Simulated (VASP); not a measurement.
# Al4B3Sb (P-3m1) in VASP: notebook, part 2 of 2

VASP 6.6.1.

## Step 5: Relaxation of cell and atoms, PBE

This run uses another cell than the first one, of 12.50 Å³/atom.

Contents of INCAR:

```
PREC     = Accurate       # precision mode
ENCUT    = 600            # plane-wave cutoff, eV
EDIFF    = 1E-7           # SCF threshold, eV
ISMEAR   = 0              # smearing method
SIGMA    = 0.2            # smearing width, eV
LREAL    = F              # projectors in reciprocal space
LASPH    = T              # aspherical terms in the spheres
NELM     = 60             # most SCF steps
ALGO     = Normal         # electronic algorithm
ISIF     = 3              # what is computed and relaxed
LWAVE    = F              # write WAVECAR
LCHARG   = F              # write CHGCAR
GGA      = PE             # functional
IBRION   = 2              # ionic algorithm
NSW      = 36             # ionic steps
EDIFFG   = -0.08          # ionic threshold
```

Contents of KPOINTS:

```
Automatic mesh
0
Gamma
  5 5 2
```

Contents of POSCAR:

```
Al4B3Sb
1.0
    3.5377971000      0.0000000000      0.0000000000
   -1.7688985500      3.0638221600      0.0000000000
    0.0000000000      0.0000000000      9.2246359200
Al B Sb
4 3 1
Direct
    0.3333333300      0.6666666700      0.8598229900
    0.3333333300      0.6666666700      0.3759129900
    0.6666666700      0.3333333300      0.1401770100
    0.6666666700      0.3333333300      0.6240870100
    0.0000000000      0.0000000000      0.5000000000
    0.0000000000      0.0000000000      0.2604090000
    0.0000000000      0.0000000000      0.7395910000
    0.0000000000      0.0000000000      0.0000000000
```

The run is started by

```console
cat potpaw_PBE.64/Al/POTCAR potpaw_PBE.64/B/POTCAR potpaw_PBE.64/Sb/POTCAR > POTCAR
mpirun -np 1 vasp_std > vasp.out
```

Run time: 6.6 min. Hardware: 1 thread of Intel Xeon 8259CL, shared host; peak memory 0.26 GiB.

The run converged. Its results:

* Free energy: -37.8546 eV
* Relaxed volume: 14.13 Å³/atom
* Relaxed cell: a = 3.510 Å, b = 3.510 Å, c = 10.599 Å, α = 90.00°, β = 90.00°, γ = 120.00°
* Space group after relaxing (to 0.1 Å): P-3m1 (No. 164)
* Energy gained by relaxing: 664.7 meV/atom
* Ionic steps: 15
* Pressure after relaxing: -0.1 GPa
* Largest force after relaxing: 0.026 eV/Å
* Band gap on the k mesh: zero (bands 13 and 14 overlap by 3.94 eV)

Forces in eV/Å, atoms in the order of the input:
```
Al   0.000  0.000 -0.026
Al   0.000  0.000 -0.024
Al   0.000  0.000  0.026
Al   0.000  0.000  0.024
B    0.000  0.000  0.000
B    0.000  0.000 -0.003
B    0.000  0.000  0.003
Sb   0.000  0.000  0.000
```

Stress tensor (GPa, compression positive):
```
-0.15  0.00  0.00
 0.00 -0.15  0.00
 0.00  0.00 -0.04
```

The path:
```
step  energy change (eV)  largest force (eV/Å)  pressure (GPa)  volume (Å³)
   1              0.0000                5.8484           24.08        99.99
   2             -2.4831                1.3557          -10.80       129.70
   3             -2.6398                1.9818           -6.34       122.33
   4             -3.4312                1.2830           -3.68       116.51
   5             -4.0852                1.5092            5.70       106.02
   6             -4.6080                1.4419            3.62       107.68
   7             -4.9455                1.2456            2.74       109.92
   8             -4.9553                1.2620            2.81       110.37
   9             -5.1567                0.6772           -1.93       114.63
  10             -5.1678                0.6134           -3.11       115.90
  11             -5.2829                0.4318           -0.16       112.69
  12             -5.2919                0.4236            1.08       111.55
  13             -5.3150                0.1338            0.38       112.51
  14             -5.3161                0.0903            0.20       112.77
  15             -5.3176                0.0259           -0.12       113.07
```

Final structure:
```yaml
crystal:
  lattice:
    - [3.50971, 0.00000, 0.00000]
    - [-1.75485, 3.03950, 0.00000]
    - [0.00000, 0.00000, 10.59910]
  atoms:
    - { symbol: Al, position: [0.33333, 0.66667, 0.78810] }
    - { symbol: Al, position: [0.33333, 0.66667, 0.39391] }
    - { symbol: Al, position: [0.66667, 0.33333, 0.21190] }
    - { symbol: Al, position: [0.66667, 0.33333, 0.60609] }
    - { symbol: B, position: [0.00000, 0.00000, 0.50000] }
    - { symbol: B, position: [0.00000, 0.00000, 0.32875] }
    - { symbol: B, position: [0.00000, 0.00000, 0.67125] }
    - { symbol: Sb, position: [0.00000, 0.00000, 0.00000] }
```

Levels at points of the mesh, in eV from the Fermi level:
| k point | band 8 | band 9 | band 10 | band 11 | band 12 | band 13 | band 14 | band 15 | band 16 | band 17 |
| --- | --- | --- | --- | --- | --- | --- | --- | --- | --- | --- |
| (0.00, 0.00, 0.00) | -2.29 | -0.49 | -0.42 | -0.42 | 2.01 | 2.43 | 2.43 | 3.12 | 3.12 | 3.50 |
| (0.00, 0.00, 0.50) | -2.28 | -0.43 | -0.43 | 1.15 | 1.63 | 2.75 | 2.75 | 2.94 | 2.94 | 3.31 |

Caveat: the k points lie up to 0.41 Å⁻¹ apart in the final cell, too coarse for converged energies and pressures of a metal; spin-orbit coupling is left out, which moves the levels of the heavy elements.

## Step 6: Single point, PBE

Contents of INCAR:

```
SYSTEM = Al4B3Sb
ALGO = Normal
EDIFF = 1E-6
ENCUT = 520
GGA = PE
ISIF = 2
ISMEAR = 0
LASPH = .TRUE.
LCHARG = .FALSE.
LREAL = .FALSE.
LWAVE = .FALSE.
NBANDS = 23
NELM = 80
PREC = Accurate
SIGMA = 0.1
```

Contents of KPOINTS:

```
k-points
0
G
  12 12 4
  0 0 0
```

Contents of POSCAR:

```
Al4B3Sb
1.0
    3.5109849781      0.0000000000      0.0000000000
   -1.7554924890      3.0406021833      0.0000000000
    0.0000000000      0.0000000000     10.4868051298
Al B Sb
4 3 1
Direct
    0.3333333333      0.6666666667      0.7900803224
    0.3333333333      0.6666666667      0.3936370654
    0.6666666667      0.3333333333      0.2099196776
    0.6666666667      0.3333333333      0.6063629346
    0.0000000000      0.0000000000      0.5000000000
    0.0000000000      0.0000000000      0.3252902034
    0.0000000000      0.0000000000      0.6747097966
    0.0000000000      0.0000000000      0.0000000000
```

Potentials or basis: VASP PAW PBE potentials, release 64 (Al, B, Sb).

The run is started by

```console
cat potpaw_PBE.64/Al/POTCAR potpaw_PBE.64/B/POTCAR potpaw_PBE.64/Sb/POTCAR > POTCAR
mpirun -np 1 vasp_std > vasp.out
```

OUTCAR:

```text
SYSTEM = Al4B3Sb
   EDIFF = 1E-6
   ENCUT = 520
   GGA = PE
   ISIF = 2
   ISMEAR = 0
   LASPH = .TRUE.
   LREAL = .FALSE.
   NELM = 80
   PREC = Accurate

 ion  position               nearest neighbor table
   1  0.333  0.667  0.790-   7 2.36   7 2.36   7 2.36   4 2.80   4 2.80   4 2.80   8 2.99   8 2.99
                             8 2.99
   2  0.333  0.667  0.394-   6 2.15   6 2.15   6 2.15   5 2.31   5 2.31   5 2.31   3 2.80   3 2.80
                             3 2.80   4 3.01   4 3.01   4 3.01
   3  0.667  0.333  0.210-   6 2.36   6 2.36   6 2.36   2 2.80   2 2.80   2 2.80   8 2.99   8 2.99
                             8 2.99
   4  0.667  0.333  0.606-   7 2.15   7 2.15   7 2.15   5 2.31   5 2.31   5 2.31   1 2.80   1 2.80
                             1 2.80   2 3.01   2 3.01   2 3.01
   5  0.000  0.000  0.500-   6 1.83   7 1.83   2 2.31   4 2.31   2 2.31   4 2.31   4 2.31   2 2.31

   6  0.000  0.000  0.325-   5 1.83   2 2.15   2 2.15   2 2.15   3 2.36   3 2.36   3 2.36
   7  0.000  0.000  0.675-   5 1.83   4 2.15   4 2.15   4 2.15   1 2.36   1 2.36   1 2.36
   8  0.000  0.000  0.000-   1 2.99   3 2.99   1 2.99   3 2.99   3 2.99   1 2.99

  LATTYP: Found a hexagonal cell.
 ALAT       =     3.5109849781
 C/A-ratio  =     2.9868555961

  Lattice vectors:

 A1 = (   3.5109849781,   0.0000000000,   0.0000000000)
 A2 = (  -1.7554924890,   3.0406021833,   0.0000000000)
 A3 = (   0.0000000000,   0.0000000000,  10.4868051298)

Analysis of symmetry for initial positions (statically):
=====================================================================
 Subroutine PRICEL returns:
 Original cell was already a primitive cell.

 Routine SETGRP: Setting up the symmetry group for a
 hexagonal supercell.

 Subroutine GETGRP returns: Found 12 space group operations
 (whereof 12 operations were pure point group operations)
 out of a pool of 24 trial point group operations.

The static configuration has the point symmetry D_3d.

Analysis of symmetry for dynamics (positions and initial velocities):
=====================================================================
 Subroutine PRICEL returns:
 Original cell was already a primitive cell.

 Routine SETGRP: Setting up the symmetry group for a
 hexagonal supercell.

 Subroutine GETGRP returns: Found 12 space group operations
 (whereof 12 operations were pure point group operations)
 out of a pool of 24 trial point group operations.

The dynamic configuration has the point symmetry D_3d.

 Subroutine INISYM returns: Found 12 space group operations
 (whereof 12 operations are pure point group operations),
 and found     1 'primitive' translations

----------------------------------------------------------------------------------------

                                     Primitive cell

  volume of cell :     111.9520

  direct lattice vectors                    reciprocal lattice vectors
     3.510984978  0.000000000  0.000000000     0.284820358  0.164441111  0.000000000
    -1.755492489  3.040602183  0.000000000     0.000000000  0.328882221  0.000000000
     0.000000000  0.000000000 10.486805130     0.000000000  0.000000000  0.095357927

  length of vectors
[... 55 lines left out ...]
  0.333333  0.000000  0.000000      6.000000
  0.416667  0.000000  0.000000      6.000000
[... 16 lines left out ...]
  0.166667  0.000000  0.250000      6.000000
  0.000000  0.166667  0.250000      6.000000
 [... further k-points ...]
   k-points           NKPTS =     69   k-points in BZ     NKDIM =     69   number of bands    NBANDS=     23
   number of dos      NEDOS =    301   number of ions     NIONS =      8
   total plane-waves  NPLWV =  62720
   dimension x,y,z NGX =    28 NGY =   28 NGZ =   80
   dimension x,y,z NGXF=    56 NGYF=   56 NGZF=  160
   ions per type =               4   3   1
   NGX,Y,Z   is equivalent  to a cutoff of  13.26, 13.26, 12.68 a.u.
   NGXF,Y,Z  is equivalent  to a cutoff of  26.52, 26.52, 25.36 a.u.
 SYSTEM =  Al4B3Sb
   PREC   = accura    normal or accurate (medium, high low for compatibility)
   ISTART =      0    job   : 0-new  1-cont  2-samecut
   ICHARG =      2    charge: 1-file 2-atom 10-const
   ISPIN  =      1    spin polarized calculation?
   LNONCOLLINEAR =      F non collinear calculations
   LSORBIT =      F    spin-orbit coupling
   LASPH  =      T    aspherical Exc in radial PAW
   ENCUT  =  520.0 eV  38.22 Ry    6.18 a.u.   6.53  6.53 19.50*2*pi/ulx,y,z
   NELM   =     80;   NELMIN=  2; NELMDL= -5     # of ELM steps
   EDIFF  = 0.1E-05   stopping-criterion for ELM
   LREAL  =      F    real-space projection
   EDIFFG = 0.1E-04   stopping-criterion for IOM
   NSW    =      0    number of steps for IOM
   IBRION =     -1    ionic relax: 0-MD 1-quasi-New 2-CG
   NFREE  =      0    steps in history (QN), initial steepest desc. (CG)
   ISIF   =      2    stress and relaxation
   ISYM   =      2    0-nonsym 1-usesym 2-fastsym
   POTIM  = 0.5000    time-step for ionic-motion
   TEBEG  =    0.0;   TEEND  =   0.0 temperature during run
   PSTRESS=    0.0 pullay stress
   NELECT =      26.0000    total number of electrons
   NUPDOWN=      -1.0000    fix difference up-down
   EMIN   =  10.00;   EMAX   =-10.00  energy-range for DOS
   EFERMI =   0.00;   METHOD = LEGACY
   ISMEAR =     0;   SIGMA  =   0.10  broadening in eV -4-tet -1-fermi 0-gaus
   EFERMI_NEDOS =   21; number of points for ismear=-14 and -15
   IALGO  =     38    algorithm
   IMIX   =      4    mixing-type and parameters
     AMIX     =   0.40;   BMIX     =  1.00
     AMIX_MAG =   1.60;   BMIX_MAG =  1.00
  volume/ion in A,a.u.               =      13.99        94.44
  Fermi-wavevector in a.u.,A,eV,Ry     =   1.006287  1.901607 13.777454  1.012614
  Thomas-Fermi vector in A             =   2.139020
   LORBIT       =      0    0 simple, 1 ext, 2 COOP (PROOUT), +10 PAW based schemes
   GGA     = PE    functional components
   LHFCALC =     F    Hartree Fock is set to
   AEXX    =    0.0000 exact exchange contribution
   IVDW    =     0    specifies the selected vdW correction
   LEPSILON=     F    determine dielectric tensor
   LRPA    =     F    only Hartree local field effects (RPA)
 non-spin polarized calculation
 Gauss-broadening in eV      SIGMA  =   0.10
  energy-cutoff  :      520.00
  volume of cell :      111.95
 maximum number of plane-waves:      3075
 NGX is ok and might be reduce to    28
   NGX = 13   NGY = 13   NGZ = 39

 number of electron      26.0000000 magnetization

 Free energy of the ion-electron system (eV)
  ---------------------------------------------------
  ext. energy  EPLUGINS =         0.00000000
  ---------------------------------------------------
  free energy    TOTEN  =       -37.78892816 eV

  energy without entropy =      -37.77942883  energy(sigma->0) =      -37.78417849

 E-fermi :   8.2022     XC(G=0): -10.5499

 val. band max:        8.1903259663   @ k =   0.4167   0.0000   0.0000
 cond. band min:       8.2054322043   @ k =   0.3333   0.3333   0.0000
 fundamental gap:      0.0151062380
 Fermi energy:         8.2022336887

 k-point     1 :       0.0000    0.0000    0.0000
  band No.  band energies     occupation
      1      -5.3302      2.00000
      2      -3.5948      2.00000
      3      -3.5404      2.00000
      4       0.1474      2.00000
      5       0.9565      2.00000
      6       5.3094      2.00000
[... 613 lines left out ...]
     22      13.4197      0.00000
     23      13.4473      0.00000

 [... further k-points ...]

------------------------ aborting loop because EDIFF is reached ----------------------------------------

  FORCE on cell =-STRESS in cart. coord.  units (eV):
  Direction    XX          YY          ZZ          XY          YZ          ZX
  --------------------------------------------------------------------------------------
  -------------------------------------------------------------------------------------
  Total       -0.0244018     -0.0244018      0.0004354     -0.0000000      0.0000000     -0.0000000
  in kB       -0.3492216     -0.3492216      0.0062305     -0.0000000      0.0000000     -0.0000000
  external PRESSURE =      -0.2307375 kB  Pullay stress =       0.0000000 kB

 VOLUME and BASIS-vectors are now :
 -----------------------------------------------------------------------------
  energy-cutoff  :      520.00
  volume of cell :      111.95
      direct lattice vectors                 reciprocal lattice vectors
     3.510984978  0.000000000  0.000000000     0.284820358  0.164441111  0.000000000
    -1.755492489  3.040602183  0.000000000     0.000000000  0.328882221  0.000000000
     0.000000000  0.000000000 10.486805130     0.000000000  0.000000000  0.095357927

 POSITION                                       TOTAL-FORCE (eV/Angst)
 -----------------------------------------------------------------------------------
     -0.00000      2.02707      8.28542        -0.000000     -0.000000     -0.009747
     -0.00000      2.02707      4.12800         0.000000     -0.000000     -0.002310
      1.75549      1.01353      2.20139         0.000000      0.000000      0.009747
      1.75549      1.01353      6.35881        -0.000000      0.000000      0.002310
      0.00000      0.00000      5.24340        -0.000000      0.000000      0.000000
      0.00000      0.00000      3.41125        -0.000000      0.000000     -0.000831
      0.00000      0.00000      7.07555         0.000000      0.000000      0.000831
      0.00000      0.00000      0.00000        -0.000000      0.000000      0.000000
 -----------------------------------------------------------------------------------
    total drift:                               -0.000000      0.000000      0.000000

  FREE ENERGIE OF THE ION-ELECTRON SYSTEM (eV)
  ---------------------------------------------------
  free  energy   TOTEN  =       -37.7889281606 eV

  energy  without entropy=      -37.7794288282  energy(sigma->0) =      -37.78417849
```

Wall time 3.7 min (1 thread of Intel Xeon 8259CL, shared host); peak memory 0.34 GiB.

What came out:

- Free energy: -37.7889 eV
- Pressure: 0.0 GPa
- Largest force: 0.010 eV/Å
- Band gap on the k mesh: zero (bands 13 and 14 overlap by 4.29 eV)

Forces in eV/Å, atoms in the order of the input:
```
Al   0.000  0.000 -0.010
Al   0.000  0.000 -0.002
Al   0.000  0.000  0.010
Al   0.000  0.000  0.002
B    0.000  0.000  0.000
B    0.000  0.000 -0.001
B    0.000  0.000  0.001
Sb   0.000  0.000  0.000
```

Caveat: spin-orbit coupling is left out, which moves the levels of the heavy elements.

## Step 7: Overview

```tsv
task	cell	k mesh	cutoff (eV)	smearing	gap on the mesh (eV)	pressure (GPa)	largest force (eV/Å)
single point	a = 3.511, b = 3.511, c = 10.487 Å, angles 90.0, 90.0, 120.0°, 8 atoms, atomic positions A	12 × 12 × 4	520	gaussian 0.1 eV	none	0.0	0.01
single point	a = 3.516, b = 3.516, c = 10.519 Å, angles 90.0, 90.0, 120.0°, 8 atoms, atomic positions B	5 × 5 × 2	520	gaussian 0.2 eV	none	0.3	0.04
single point	a = 3.511, b = 3.511, c = 10.487 Å, angles 90.0, 90.0, 120.0°, 8 atoms, atomic positions A	6 × 6 × 2	520	gaussian 0.2 eV	none	0.0	0.08
relaxation of cell and atoms	relaxed from a = 3.538, b = 3.538, c = 9.225 Å, angles 90.0, 90.0, 120.0°, 8 atoms, atomic positions C	5 × 5 × 2	600	gaussian 0.2 eV	none	-0.1	0.03
```

Alike in all rows: level PBE; potentials or basis VASP PAW PBE potentials, release 64 (Al, B, Sb); no spin polarisation.

Caveats: some runs use coarse meshes; spin-orbit coupling is left out, which moves the levels of the heavy elements.

Total energies depend on the potentials used, so only differences within one code and one set of settings carry meaning.
